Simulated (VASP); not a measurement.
# Ag (P6_3/mmc) in VASP: notebook, part 2 of 2

VASP 6.6.1.

## (3) Single point, PBE (z stretched by +2 %, then relaxed in part)

INCAR reads:

```
SYSTEM = Ag
PREC     = Accurate       ! precision mode
ENCUT    = 520            ! plane-wave cutoff, eV
EDIFF    = 1E-6           ! SCF threshold, eV
ISMEAR   = -1             ! smearing method
SIGMA    = 0.05           ! smearing width, eV
LREAL    = .False.        ! projectors in reciprocal space
LASPH    = .True.         ! aspherical terms in the spheres
NELM     = 100            ! most SCF steps
ALGO     = Normal         ! electronic algorithm
ISIF     = 2              ! what is computed and relaxed
LWAVE    = .False.        ! write WAVECAR
LCHARG   = .False.        ! write CHGCAR
GGA      = PE             ! functional
NBANDS   = 18             ! bands
```

KPOINTS reads:

```
Automatic mesh
0
Gamma
  18 18 10
  0 0 0
```

POSCAR reads:

```
Ag
1.0
    2.9300000000      0.0000000000      0.0000000000
   -1.4650000000      2.5374544331      0.0000000000
    0.0000000000      0.0000000000      4.8858000000
Ag
2
Direct
    0.3333333333      0.6666666667      0.2500000000
    0.6666666667      0.3333333333      0.7500000000
```

Potentials or basis: VASP PAW PBE potentials, release 64 (Ag).

The run is started by

```
$ cat potpaw_PBE.64/Ag/POTCAR > POTCAR
$ mpirun -np 1 vasp_std > vasp.out
```

Run time: 32 s. Hardware: 1 thread of Intel Xeon 6975P-C (Granite Rapids), shared host; peak memory 0.24 GiB.

It converged, with:

| Item | Value |
| --- | --- |
| Free energy | -5.4245 eV |
| Pressure | -1.4 GPa |
| Band gap on the k mesh | zero (bands 11 and 12 overlap by 7.38 eV) |

Stress tensor (GPa, compression positive):
```
-0.92  0.00  0.00
 0.00 -0.92  0.00
 0.00  0.00 -2.27
```

Levels at points of the mesh, in eV from the Fermi level:
```tsv
k point	band 9	band 10	band 11	band 12	band 13	band 14
(0.00, 0.00, 0.00)	-3.91	-3.07	-3.07	-0.36	3.00	15.63
(0.50, 0.00, 0.00)	-2.90	-2.79	0.20	1.50	6.50	6.81
(0.00, 0.00, 0.50)	-3.35	-3.35	-3.35	-3.35	10.25	10.25
(0.50, 0.00, 0.50)	-2.83	-2.83	0.87	0.87	4.30	4.30
```

Caveat: the cell differs from its parent crystal (z stretched by +2 %, then relaxed in part).

## (4) Single point, PBE (z stretched by +3 %, then relaxed in part)

INCAR reads:

```
SYSTEM = Ag
ALGO = Normal
EDIFF = 1E-6
ENCUT = 520
GGA = PE
ISIF = 2
ISMEAR = -1
LASPH = .TRUE.
LCHARG = .FALSE.
LREAL = .FALSE.
LWAVE = .FALSE.
NBANDS = 18
NELM = 100
PREC = Accurate
SIGMA = 0.05
```

KPOINTS reads:

```
k-points
0
G
  18 18 10
  0 0 0
```

Changes to POSCAR since step 3:

```diff
@@ -4,3 +4,3 @@
    -1.4650000000      2.5374544331      0.0000000000
-    0.0000000000      0.0000000000      4.8858000000
+    0.0000000000      0.0000000000      4.9337000000
 Ag
```

The run is started by

```
$ cat potpaw_PBE.64/Ag/POTCAR > POTCAR
$ mpirun -np 1 vasp_std > vasp.out
```

Wall time 33 s (1 thread of Intel Xeon 6975P-C (Granite Rapids), shared host); peak memory 0.25 GiB.

Results (log left out):

* Free energy: -5.4182 eV
* Pressure: -2.1 GPa
* Band gap on the k mesh: zero (bands 11 and 12 overlap by 7.39 eV)

Stress tensor (GPa, compression positive):
```
-1.42  0.00  0.00
 0.00 -1.42  0.00
 0.00  0.00 -3.46
```

Levels at points of the mesh, in eV from the Fermi level:
```tsv
k point	band 9	band 10	band 11	band 12	band 13	band 14
(0.00, 0.00, 0.00)	-3.86	-3.07	-3.07	-0.40	2.83	15.67
(0.50, 0.00, 0.00)	-2.88	-2.78	0.22	1.52	6.40	6.73
(0.00, 0.00, 0.50)	-3.34	-3.34	-3.34	-3.34	9.98	9.98
(0.50, 0.00, 0.50)	-2.82	-2.82	0.89	0.89	4.26	4.26
```

Caveat: the cell differs from its parent crystal (z stretched by +3 %, then relaxed in part).

## (5) Single point, PBE (18.52 Å³/atom)

This run uses another cell than the first one, of 18.52 Å³/atom.

INCAR reads:

```
SYSTEM = Ag
ALGO = Normal
EDIFF = 1E-6
ENCUT = 520
GGA = PE
ISIF = 2
ISMEAR = -1
LASPH = .TRUE.
LCHARG = .TRUE.
LELF = .TRUE.
LREAL = .FALSE.
LVHAR = .TRUE.
LWAVE = .FALSE.
NBANDS = 18
NELM = 80
PREC = Accurate
SIGMA = 0.05
```

KPOINTS is that of step 4.

POSCAR reads:

```
Ag
1.0
    2.9685570532      0.0000000000      0.0000000000
   -1.4842785266      2.5708458206      0.0000000000
    0.0000000000      0.0000000000      4.8530335443
Ag
2
Direct
    0.3333333333      0.6666666667      0.2500000000
    0.6666666667      0.3333333333      0.7500000000
```

Potentials or basis: VASP PAW PBE potentials, release 64 (Ag).

The run is started by

```
$ cat potpaw_PBE.64/Ag/POTCAR > POTCAR
$ mpirun -np 1 vasp_std > vasp.out
```

OUTCAR:

```text
SYSTEM = Ag
   EDIFF = 1E-6
   ENCUT = 520
   GGA = PE
   ISIF = 2
   ISMEAR = -1
   LASPH = .TRUE.
   LREAL = .FALSE.
   NELM = 80
   PREC = Accurate

 ion  position               nearest neighbor table
   1  0.333  0.667  0.250-   2 2.97   2 2.97   2 2.97   2 2.97   2 2.97   2 2.97
   2  0.667  0.333  0.750-   1 2.97   1 2.97   1 2.97   1 2.97   1 2.97   1 2.97

  LATTYP: Found a hexagonal cell.
 ALAT       =     2.9685570532
 C/A-ratio  =     1.6348122867

  Lattice vectors:

[... 693 lines left out ...]
------------------------ aborting loop because EDIFF is reached ----------------------------------------

  FORCE on cell =-STRESS in cart. coord.  units (eV):
  Direction    XX          YY          ZZ          XY          YZ          ZX
  --------------------------------------------------------------------------------------
  -------------------------------------------------------------------------------------
  Total       -0.6794938     -0.6794938     -0.6637581      0.0000000      0.0000000      0.0000000
  in kB      -29.3941801    -29.3941801    -28.7134718      0.0000000      0.0000000      0.0000000
  external PRESSURE =     -29.1672774 kB  Pullay stress =       0.0000000 kB

 VOLUME and BASIS-vectors are now :
 -----------------------------------------------------------------------------
  energy-cutoff  :      520.00
  volume of cell :       37.04
      direct lattice vectors                 reciprocal lattice vectors
     2.968557053  0.000000000  0.000000000     0.336863999  0.194488520  0.000000000
    -1.484278527  2.570845821  0.000000000     0.000000000  0.388977041  0.000000000
     0.000000000  0.000000000  4.853033544     0.000000000  0.000000000  0.206056684

 POSITION                                       TOTAL-FORCE (eV/Angst)
 -----------------------------------------------------------------------------------
     -0.00000      1.71390      1.21326        -0.000000      0.000000      0.000000
      1.48428      0.85695      3.63978         0.000000     -0.000000      0.000000
 -----------------------------------------------------------------------------------
    total drift:                               -0.000000      0.000000     -0.000000

  FREE ENERGIE OF THE ION-ELECTRON SYSTEM (eV)
  ---------------------------------------------------
  free  energy   TOTEN  =        -5.4168877883 eV

  energy  without entropy=       -5.4109921015  energy(sigma->0) =       -5.41393994
```

stdout:

```text
POSCAR found type information on POSCAR Ag
 POSCAR found :  1 types and       2 ions
 scaLAPACK will be used
 LDA part: xc-table for (Slater+PW92), standard interpolation
 POSCAR, INCAR and KPOINTS ok, starting setup
 FFT: planning ... GRIDC
 FFT: planning ... GRID_SOFT
 FFT: planning ... GRID
 WAVECAR not read
 entering main loop
```

Wall time 32 s (1 thread of Intel Xeon 6975P-C (Granite Rapids), shared host); peak memory 0.24 GiB.

Results:

* Free energy: -5.4169 eV
* Pressure: -2.9 GPa
* Band gap on the k mesh: zero (bands 11 and 12 overlap by 7.22 eV)

Levels at points of the mesh, in eV from the Fermi level:
| k point | band 9 | band 10 | band 11 | band 12 | band 13 | band 14 |
| --- | --- | --- | --- | --- | --- | --- |
| (0.00, 0.00, 0.00) | -3.93 | -3.06 | -3.06 | -0.18 | 3.15 | 15.42 |
| (0.50, 0.00, 0.00) | -2.90 | -2.82 | 0.14 | 1.37 | 6.52 | 6.81 |
| (0.00, 0.00, 0.50) | -3.33 | -3.33 | -3.33 | -3.33 | 10.52 | 10.52 |
| (0.50, 0.00, 0.50) | -2.87 | -2.87 | 0.87 | 0.87 | 4.14 | 4.14 |

## (6) The runs side by side

```tsv
cell	gap on the mesh (eV)	pressure (GPa)
a = 2.949, b = 2.949, c = 4.822 Å, angles 90.0, 90.0, 120.0°, 2 atoms	none	-1.4
a = 2.930, b = 2.930, c = 4.886 Å, angles 90.0, 90.0, 120.0°, 2 atoms	none	-1.4
a = 2.930, b = 2.930, c = 4.934 Å, angles 90.0, 90.0, 120.0°, 2 atoms	none	-2.1
a = 2.969, b = 2.969, c = 4.853 Å, angles 90.0, 90.0, 120.0°, 2 atoms	none	-2.9
```

Alike in all rows: task single point; level PBE; potentials or basis VASP PAW PBE potentials, release 64 (Ag); no spin polarisation; k mesh 18 × 18 × 10; cutoff (eV) 520; smearing fermi-dirac 0.05 eV.

Total energies depend on the potentials used, so only differences within one code and one set of settings carry meaning.
